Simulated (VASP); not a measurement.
# Ga (Cmce) in VASP: notebook

Ga is run at these levels: PBE, r2SCAN; tasks: single point.

Everything below comes from runs of VASP 6.6.1. Logs are shortened: lines on timing, memory, paths and dates and some standing lists are left out, and cuts for length are marked.

## 1. The cell of the first run

Symmetry: Cmce, No. 64, orthorhombic system. Conventional cell: a = 4.583 Å, b = 7.762 Å, c = 4.584 Å, α = 90.00°, β = 90.00°, γ = 90.00°. Within 3.3 Å of Ga (site symmetry m) lie 7 Ga at 2.52 to 2.83 Å.

## 2. Single point, PBE

Input file INCAR:

```
PREC = Accurate ; ENCUT = 520
EDIFF = 1E-6 ; ISMEAR = -1
SIGMA = 0.05 ; LREAL = False
LASPH = True ; NELM = 80
ALGO = Fast ; ISIF = 2
LWAVE = False ; LCHARG = True
GGA = PE ; LELF = True
LVHAR = True ; NBANDS = 34
```

Input file KPOINTS:

```
regular mesh
0
Gamma
  7 7 6
```

Input file POSCAR:

```
Ga
1.0
    2.2912599917     -3.8809070963      0.0000000000
    2.2912599917      3.8809070963      0.0000000000
    0.0000000000      0.0000000000      4.5835331429
Ga
4
Direct
    0.3451000000      0.6549000000      0.4190000000
    0.1549000000      0.8451000000      0.9190000000
    0.6549000000      0.3451000000      0.5810000000
    0.8451000000      0.1549000000      0.0810000000
```

Potentials or basis: VASP PAW PBE potentials, release 64 (Ga_d).

Started as:

```console
cat potpaw_PBE.64/Ga_d/POTCAR > POTCAR
mpirun -np 1 vasp_std > vasp.out
```

OUTCAR:

```text
PREC = Accurate
   ENCUT = 520
   EDIFF = 1E-6
   ISMEAR = -1
   LREAL = False
   LASPH = True
   NELM = 80
   ISIF = 2
   GGA = PE

 ion  position               nearest neighbor table
   1  0.345  0.655  0.419-   3 2.52   2 2.73   2 2.73   4 2.77   4 2.77   3 2.83   3 2.83
   2  0.155  0.845  0.919-   4 2.52   1 2.73   1 2.73   3 2.77   3 2.77   4 2.83   4 2.83
   3  0.655  0.345  0.581-   1 2.52   4 2.73   4 2.73   2 2.77   2 2.77   1 2.83   1 2.83
   4  0.845  0.155  0.081-   2 2.52   3 2.73   3 2.73   1 2.77   1 2.77   2 2.83   2 2.83

  LATTYP: Found a base centered orthorhombic cell.
 ALAT       =     4.5825199834
 B/A-ratio  =     1.6937873093
 C/A-ratio  =     1.0002210922

  Lattice vectors:

 A1 = (   2.2912599917,  -3.8809070963,   0.0000000000)
 A2 = (   2.2912599917,   3.8809070963,   0.0000000000)
 A3 = (   0.0000000000,   0.0000000000,   4.5835331429)

Analysis of symmetry for initial positions (statically):
=====================================================================
 Subroutine PRICEL returns:
 Original cell was already a primitive cell.

 Routine SETGRP: Setting up the symmetry group for a
 base centered orthorhombic supercell.

 Subroutine GETGRP returns: Found  8 space group operations
 (whereof  4 operations were pure point group operations)
 out of a pool of  8 trial point group operations.

The static configuration has the point symmetry C_2h.
 The point group associated with its full space group is D_2h.

Analysis of symmetry for dynamics (positions and initial velocities):
=====================================================================
 Subroutine PRICEL returns:
 Original cell was already a primitive cell.

 Routine SETGRP: Setting up the symmetry group for a
 base centered orthorhombic supercell.

 Subroutine GETGRP returns: Found  8 space group operations
 (whereof  4 operations were pure point group operations)
 out of a pool of  8 trial point group operations.

The dynamic configuration has the point symmetry C_2h.
 The point group associated with its full space group is D_2h.

 Subroutine INISYM returns: Found  8 space group operations
 (whereof  4 operations are pure point group operations),
 and found     1 'primitive' translations

----------------------------------------------------------------------------------------

                                     Primitive cell

  volume of cell :      81.5151

  direct lattice vectors                    reciprocal lattice vectors
     2.291259992 -3.880907096  0.000000000     0.218220543 -0.128835859  0.000000000
     2.291259992  3.880907096  0.000000000     0.218220543  0.128835859  0.000000000
     0.000000000  0.000000000  4.583533143     0.000000000  0.000000000  0.218172307

  length of vectors
     4.506807322  4.506807322  4.583533143     0.253414451  0.253414451  0.218172307

  position of ions in fractional coordinates (direct lattice)
     0.345100000  0.654900000  0.419000000
     0.154900000  0.845100000  0.919000000
     0.654900000  0.345100000  0.581000000
     0.845100000  0.154900000  0.081000000

  ion indices of the primitive-cell ions
   primitive index   ion index
                 1           1
                 2           2
                 3           3
                 4           4

----------------------------------------------------------------------------------------

 KPOINTS: regular mesh

Automatic generation of k-mesh.
 Grid dimensions read from file:
 generate k-points for:    7    7    6

 Generating k-lattice:

  Cartesian coordinates                     Fractional coordinates (reciprocal lattice)
     0.031174363 -0.018405123  0.000000000     0.142857143  0.000000000  0.000000000
     0.031174363  0.018405123  0.000000000     0.000000000  0.142857143  0.000000000
     0.000000000  0.000000000  0.036362051     0.000000000  0.000000000  0.166666667

  Length of vectors
     0.036202064  0.036202064  0.036362051

  Shift w.r.t. Gamma in fractional coordinates (k-lattice)
     0.000000000  0.000000000  0.000000000

 Subroutine IBZKPT returns following result:
 ===========================================

 Found     64 irreducible k-points:

 Following reciprocal coordinates:
            Coordinates               Weight
  0.000000  0.000000  0.000000      1.000000
  0.142857 -0.000000  0.000000      4.000000
  0.285714  0.000000  0.000000      4.000000
  0.428571 -0.000000  0.000000      4.000000
  0.142857  0.142857  0.000000      2.000000
  0.285714  0.142857  0.000000      4.000000
[... 16 lines left out ...]
  0.428571  0.142857  0.166667      8.000000
 -0.428571  0.142857  0.166667      8.000000
 [... further k-points ...]
   k-points           NKPTS =     64   k-points in BZ     NKDIM =     64   number of bands    NBANDS=     34
   number of dos      NEDOS =    301   number of ions     NIONS =      4
   total plane-waves  NPLWV =  46656
   dimension x,y,z NGX =    36 NGY =   36 NGZ =   36
   dimension x,y,z NGXF=    72 NGYF=   72 NGZF=   72
   ions per type =               4
   NGX,Y,Z   is equivalent  to a cutoff of  13.28, 13.28, 13.06 a.u.
   NGXF,Y,Z  is equivalent  to a cutoff of  26.56, 26.56, 26.11 a.u.
 SYSTEM =  unknown system
   PREC   = accura    normal or accurate (medium, high low for compatibility)
   ISTART =      0    job   : 0-new  1-cont  2-samecut
   ICHARG =      2    charge: 1-file 2-atom 10-const
   ISPIN  =      1    spin polarized calculation?
   LNONCOLLINEAR =      F non collinear calculations
   LSORBIT =      F    spin-orbit coupling
   LASPH  =      T    aspherical Exc in radial PAW
   ENCUT  =  520.0 eV  38.22 Ry    6.18 a.u.   8.38  8.38  8.52*2*pi/ulx,y,z
   NELM   =     80;   NELMIN=  2; NELMDL= -5     # of ELM steps
   EDIFF  = 0.1E-05   stopping-criterion for ELM
   LREAL  =      F    real-space projection
   EDIFFG = 0.1E-04   stopping-criterion for IOM
   NSW    =      0    number of steps for IOM
   IBRION =     -1    ionic relax: 0-MD 1-quasi-New 2-CG
   NFREE  =      0    steps in history (QN), initial steepest desc. (CG)
   ISIF   =      2    stress and relaxation
   ISYM   =      2    0-nonsym 1-usesym 2-fastsym
   POTIM  = 0.5000    time-step for ionic-motion
   TEBEG  =    0.0;   TEEND  =   0.0 temperature during run
   PSTRESS=    0.0 pullay stress
   NELECT =      52.0000    total number of electrons
   NUPDOWN=      -1.0000    fix difference up-down
   EMIN   =  10.00;   EMAX   =-10.00  energy-range for DOS
   EFERMI =   0.00;   METHOD = LEGACY
   ISMEAR =    -1;   SIGMA  =   0.05  broadening in eV -4-tet -1-fermi 0-gaus
   EFERMI_NEDOS =   21; number of points for ismear=-14 and -15
   IALGO  =     68    algorithm
   IMIX   =      4    mixing-type and parameters
     AMIX     =   0.40;   BMIX     =  1.00
     AMIX_MAG =   1.60;   BMIX_MAG =  1.00
  volume/ion in A,a.u.               =      20.38       137.52
  Fermi-wavevector in a.u.,A,eV,Ry     =   1.409278  2.663149 27.022041  1.986064
  Thomas-Fermi vector in A             =   2.531350
   LORBIT       =      0    0 simple, 1 ext, 2 COOP (PROOUT), +10 PAW based schemes
   GGA     = PE    functional components
   LHFCALC =     F    Hartree Fock is set to
   AEXX    =    0.0000 exact exchange contribution
   IVDW    =     0    specifies the selected vdW correction
   LEPSILON=     F    determine dielectric tensor
   LRPA    =     F    only Hartree local field effects (RPA)
 non-spin polarized calculation
 RMM-DIIS sequential band-by-band and
  energy-cutoff  :      520.00
  volume of cell :       81.52
 maximum number of plane-waves:      2230
 NGX is ok and might be reduce to    36
   NGX = 17   NGY = 17   NGZ = 17

 number of electron      51.9999997 magnetization

 Free energy of the ion-electron system (eV)
  ---------------------------------------------------
  ext. energy  EPLUGINS =         0.00000000
  ---------------------------------------------------
  free energy    TOTEN  =       -11.61752172 eV

  energy without entropy =      -11.60752113  energy(sigma->0) =      -11.61252143

 E-fermi :   4.7497     XC(G=0): -10.4553

 val. band max:        4.7398295730   @ k =   0.2857   0.2857   0.0000
 cond. band min:       4.7611008707   @ k =   0.0000   0.0000   0.5000
 fundamental gap:      0.0212712977
 Fermi energy:         4.7497174537

 k-point     1 :       0.0000    0.0000    0.0000
  band No.  band energies     occupation
      1     -10.3964      2.00000
      2     -10.3936      2.00000
      3     -10.3713      2.00000
      4     -10.3536      2.00000
      5     -10.3275      2.00000
      6     -10.3036      2.00000
[... 26 lines left out ...]
     33      11.2891      0.00000
     34      11.9259      0.00000

 k-point     2 :       0.1429   -0.0000    0.0000
  band No.  band energies     occupation
      1     -10.3986      2.00000
      2     -10.3859      2.00000
      3     -10.3754      2.00000
      4     -10.3612      2.00000
      5     -10.3161      2.00000
      6     -10.2985      2.00000
[... 26 lines left out ...]
     33      11.1462      0.00000
     34      11.9154      0.00000

 k-point     3 :       0.2857    0.0000    0.0000
  band No.  band energies     occupation
      1     -10.3953      2.00000
      2     -10.3853      2.00000
      3     -10.3784      2.00000
      4     -10.3617      2.00000
      5     -10.3149      2.00000
      6     -10.2963      2.00000
[... 26 lines left out ...]
     33      10.5178      0.00000
     34      11.7204      0.00000

 k-point     4 :       0.4286   -0.0000    0.0000
  band No.  band energies     occupation
      1     -10.3972      2.00000
      2     -10.3904      2.00000
      3     -10.3678      2.00000
      4     -10.3441      2.00000
      5     -10.3288      2.00000
      6     -10.3242      2.00000
[... 26 lines left out ...]
     33      10.9218      0.00000
     34      12.0401      0.00000

 k-point     5 :       0.1429    0.1429    0.0000
  band No.  band energies     occupation
      1     -10.3990      2.00000
      2     -10.3901      2.00000
      3     -10.3742      2.00000
      4     -10.3645      2.00000
      5     -10.2961      2.00000
      6     -10.2954      2.00000
[... 621 lines left out ...]
 k-point    22 :       0.2857    0.1429    0.1667
  band No.  band energies     occupation
      1     -10.4247      2.00000
      2     -10.3819      2.00000
      3     -10.3780      2.00000
      4     -10.3459      2.00000
      5     -10.3279      2.00000
      6     -10.2942      2.00000
[... 26 lines left out ...]
     33      11.1585      0.00000
     34      12.2262      0.00000

 k-point    23 :       0.4286    0.1429    0.1667
  band No.  band energies     occupation
      1     -10.4271      2.00000
      2     -10.3887      2.00000
      3     -10.3656      2.00000
      4     -10.3501      2.00000
      5     -10.3311      2.00000
      6     -10.2999      2.00000
[... 26 lines left out ...]
     33      12.2923      0.00000
     34      13.2588      0.00000

 k-point    24 :      -0.4286    0.1429    0.1667
  band No.  band energies     occupation
      1     -10.4187      2.00000
      2     -10.3982      2.00000
      3     -10.3627      2.00000
      4     -10.3461      2.00000
      5     -10.3355      2.00000
      6     -10.3018      2.00000
[... 26 lines left out ...]
     33      11.8483      0.00000
     34      12.5101      0.00000

 [... further k-points ...]
[... 5 lines left out ...]
  --------------------------------------------------------------------------------------
  -------------------------------------------------------------------------------------
  Total       -0.4513913      0.1829049     -0.0528895      0.0000000     -0.0000000      0.0000000
  in kB       -8.8720869      3.5949923     -1.0395420      0.0000000     -0.0000000      0.0000000
  external PRESSURE =      -2.1055455 kB  Pullay stress =       0.0000000 kB

 VOLUME and BASIS-vectors are now :
 -----------------------------------------------------------------------------
  energy-cutoff  :      520.00
  volume of cell :       81.52
      direct lattice vectors                 reciprocal lattice vectors
     2.291259992 -3.880907096  0.000000000     0.218220543 -0.128835859  0.000000000
     2.291259992  3.880907096  0.000000000     0.218220543  0.128835859  0.000000000
     0.000000000  0.000000000  4.583533143     0.000000000  0.000000000  0.218172307

 POSITION                                       TOTAL-FORCE (eV/Angst)
 -----------------------------------------------------------------------------------
      2.29126      1.20231      1.92050         0.000000      0.097728     -0.027665
      2.29126      2.67860      4.21227         0.000000     -0.097728     -0.027665
      2.29126     -1.20231      2.66303         0.000000     -0.097728      0.027665
      2.29126     -2.67860      0.37127         0.000000      0.097728      0.027665
 -----------------------------------------------------------------------------------
    total drift:                               -0.000000     -0.000000      0.000000

  FREE ENERGIE OF THE ION-ELECTRON SYSTEM (eV)
  ---------------------------------------------------
  free  energy   TOTEN  =       -11.6175217194 eV

  energy  without entropy=      -11.6075211329  energy(sigma->0) =      -11.61252143
```

Wall time 66 s (1 thread of Intel Xeon 6975P-C (Granite Rapids), shared host); peak memory 0.28 GiB.

What came out:

```yaml
Free_energy: -11.6175 eV
Pressure: -0.2 GPa
Largest_force: 0.102 eV/Å
Band_gap_on_the_k_mesh: zero (band 26 reaches 5.08 eV, above the bottom of band 27 at 3.83 eV)
```

Forces in eV/Å, atoms in the order of the input:
```
Ga   0.000  0.098 -0.028
Ga   0.000 -0.098 -0.028
Ga   0.000 -0.098  0.028
Ga   0.000  0.098  0.028
```

Stress tensor (GPa, compression positive):
```
-0.89  0.00  0.00
 0.00  0.36  0.00
 0.00  0.00 -0.10
```

## 3. Single point, r2SCAN

This run uses another cell than the first one, of 18.42 Å³/atom, 0.904 times its volume.

Input file POSCAR:

```
Ga
1.0
    2.2153339849     -3.7523045894      0.0000000000
    2.2153339849      3.7523045894      0.0000000000
    0.0000000000      0.0000000000      4.4316475558
Ga
4
Direct
    0.3451000000      0.6549000000      0.4190000000
    0.1549000000      0.8451000000      0.9190000000
    0.6549000000      0.3451000000      0.5810000000
    0.8451000000      0.1549000000      0.0810000000
```

Input file INCAR.step1:

```
SYSTEM = Ga
ALGO = Normal
EDIFF = 1E-4
ENCUT = 520
GGA = PE
ISMEAR = -1
LASPH = .True.
LCHARG = .False.
LREAL = .False.
LWAVE = .True.
NBANDS = 34
NELM = 60
PREC = Accurate
SIGMA = 0.05
```

Input file INCAR.step2:

```
SYSTEM = Ga
ALGO = Normal
EDIFF = 1E-7
ENCUT = 520
ISIF = 2
ISMEAR = -1
ISTART = 1
LASPH = .True.
LCHARG = .True.
LELF = .True.
LMIXTAU = .True.
LREAL = .False.
LVHAR = .True.
LWAVE = .False.
METAGGA = R2SCAN
NBANDS = 34
NELM = 60
PREC = Accurate
SIGMA = 0.05
```

Input file KPOINTS:

```
k-points
0
Gamma
  7 7 6
  0 0 0
```

Potentials or basis: VASP PAW PBE potentials, release 64 (Ga_d).

Started as:

```console
cat potpaw_PBE.64/Ga_d/POTCAR > POTCAR
cp INCAR.step1 INCAR
mpirun -np 1 vasp_std > vasp.out
cp INCAR.step2 INCAR
mpirun -np 1 vasp_std > vasp.out
```

Run time: 2.9 min. Hardware: 1 thread of Intel Xeon 6975P-C (Granite Rapids), shared host; peak memory 0.26 GiB.

The run converged. Its results:

```
Free energy            : -45.7315 eV
Pressure               : 2.9 GPa
Largest force          : 0.153 eV/Å
Band gap on the k mesh : zero (band 26 reaches 5.88 eV, above the bottom of band 27 at 4.62 eV)
```

Forces on the atoms (eV/Å):
```
Ga   0.000  0.117 -0.098
Ga   0.000 -0.117 -0.098
Ga   0.000 -0.117  0.098
Ga   0.000  0.117  0.098
```

Stress tensor (GPa, compression positive):
```
1.23 0.00 0.00
0.00 3.78 0.00
0.00 0.00 3.78
```

Levels at points of the mesh, in eV from the Fermi level:
```csv
k point,band 22,band 23,band 24,band 25,band 26,band 27,band 28,band 29,band 30,band 31
"(0.00, 0.00, 0.00)",-4.49,-4.09,-2.05,-1.62,-1.03,0.88,1.03,1.21,5.68,5.80
"(0.00, 0.00, 0.50)",-10.05,-0.15,-0.15,-0.15,-0.15,0.19,0.19,2.29,2.29,4.11
```

Caveat: the PAW data sets were made with another functional, which shifts forces and pressure a little.
